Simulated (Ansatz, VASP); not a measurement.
## Two plane-wave programs on LiSi2B3

```
Li Si B
1.0
     4.18090    0.00000    0.00000
    -2.09045    3.62077    0.00000
     0.00000    0.00000    7.01139
Li Si B
1 2 3
Direct
  0.00000 0.00000 0.50000
  0.33333 0.66667 0.50000
  0.66667 0.33333 0.50000
  0.00000 0.00000 0.77638
  0.00000 0.00000 0.22362
  0.00000 0.00000 0.00000
```

Alike in both runs: functional PBE; k mesh 6 × 6 × 4; occupations gaussian, width 0.1 eV; no spin polarisation.

Ansatz relaxed the structure, and its values are those at the end. VASP's run is a single point on that final structure, the one shown.

|  | VASP | Ansatz |
| --- | --- | --- |
| version | VASP 6.6.1 | Ansatz 0.2.0 |
| potentials or method | VASP PAW PBE potentials, release 64 (Li_sv, Si, B), cutoff 750 eV | scalar-relativistic, plane waves, PAW |
| valence electrons in the cell | 20 | 20 |

```tsv
	VASP	Ansatz	Ansatz less VASP
gap on the k mesh at the Fermi level (eV)	none	none	-
pressure (GPa)	0.1	0.1	+0.01
rms of the force components (eV/Å)	0.001	0.009	+0.0083
```

A gap of «none» marks a metal or a gap that the smearing closes.
